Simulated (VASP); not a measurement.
## Ru: relaxation of cell and atoms with PBEsol

Ru:

```
CELL_PARAMETERS angstrom
-1.34499 1.34499 1.34499
1.34499 -1.34499 1.34499
1.34499 1.34499 -1.34499
ATOMIC_POSITIONS crystal
Ru 0.00000 0.00000 0.00000
```

This isn't the form of Ru at room conditions, which is hcp.

```
Program                : VASP 6.6.1
Task                   : relaxation of cell and atoms
Functional             : PBEsol
Potentials or basis    : VASP PAW PBE potentials, release 64 (Ru_pv)
Cutoff                 : 600 eV
k mesh                 : 20 × 20 × 20
Occupations            : fermi-dirac, width 0.05 eV
Spin                   : no spin polarisation
Target pressure        : 240 GPa
Dipole correction      : no
Further INCAR settings : ALGO = Normal; EDIFF = 1e-07; IBRION = 2; EDIFFG = -0.005; NSW = 32; ISIF = 3
```

```yaml
Relaxed_volume: 9.76 Å³/atom
Relaxed_cell: a = 2.331 Å, b = 2.331 Å, c = 2.331 Å, α = 109.47°, β = 109.47°, γ = 109.47°
Space_group_after_relaxing_to_0.1_Å: Im-3m (No. 229)
Energy_change_on_relaxing_the_run_minimises_the_enthalpy: -35.8 meV/atom
Ionic_steps: 3
Pressure_after_relaxing: 239.9 GPa
Band_gap_on_the_k_mesh: zero (bands 7 and 8 overlap by 6.66 eV)
```

Step by step:
| step | energy change (eV) | largest force (eV/Å) | pressure (GPa) | volume (Å³) |
| --- | --- | --- | --- | --- |
| 1 | 0.0000 | 0.0000 | 243.01 | 9.73 |
| 2 | -0.3685 | 0.0000 | 211.45 | 9.99 |
| 3 | -0.0358 | 0.0000 | 239.95 | 9.76 |

Final structure:
```
Ru
1.0
    -1.34609    1.34609    1.34609
     1.34609   -1.34609    1.34609
     1.34609    1.34609   -1.34609
Ru
1
Direct
  0.00000 0.00000 0.00000
```

Levels at points of the mesh, in eV from the Fermi level:
```tsv
k point	band 3	band 4	band 5	band 6	band 7	band 8	band 9	band 10	band 11
(0.00, 0.00, 0.00)	-42.54	-10.06	-4.66	-4.66	-4.66	-0.30	-0.30	10.10	16.85
(0.50, 0.00, 0.00)	-42.58	-9.73	-7.61	-0.09	0.72	2.12	4.39	10.10	13.58
(0.50, 0.50, 0.50)	-44.58	-10.55	-10.55	3.22	3.22	3.22	10.10	11.88	11.88
```

It took 78 s on 1 thread of Intel Xeon 8259CL, on a shared host, peak memory 0.16 GiB.

Caveat: the cell is relaxed towards a set pressure, so the run minimises the enthalpy, not the energy; the PAW data sets were made with another functional, which shifts forces and pressure a little.
